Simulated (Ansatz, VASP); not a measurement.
# Two plane-wave programs on Te5W

```
Te W
1.0
     0.00000    4.35890    4.35890
     4.35890    0.00000    4.35890
     4.35890    4.35890    0.00000
Te W
5 1
Direct
  0.37394 0.37394 0.87819
  0.37394 0.87819 0.37394
  0.87819 0.37394 0.37394
  0.37394 0.37394 0.37394
  0.75000 0.75000 0.75000
  0.00000 0.00000 0.00000
```

Change from the starting cell: species swapped into the DyCu5 type (F-43m, No. 216).

Alike in both runs: functional PBE; k mesh 4 × 4 × 4; occupations gaussian, width 0.1 eV; no spin polarisation.

Ansatz relaxed the structure, and its values are those at the end. VASP's run is a single point on that final structure, the one shown.

|  | VASP | Ansatz |
| --- | --- | --- |
| version | VASP 6.6.1 | Ansatz 0.2.0 |
| potentials or method | VASP PAW PBE potentials, release 64 (Te, W_sv), cutoff 500 eV | scalar-relativistic, plane waves, PAW |
| valence electrons in the cell | 44 | 94 |

|  | VASP | Ansatz | Ansatz less VASP |
| --- | --- | --- | --- |
| gap on the k mesh at the Fermi level (eV) | none | none | - |
| pressure (GPa) | -0.1 | 0.0 | +0.07 |
| rms of the force components (eV/Å) | 0.003 | 0.003 | -0.0001 |

A gap of «none» marks a metal or a gap that the smearing closes. VASP's potentials hold 44 valence electrons a cell and Ansatz's 94, so a difference there can come from the potentials and not from the codes.

Spin-orbit coupling is off throughout.
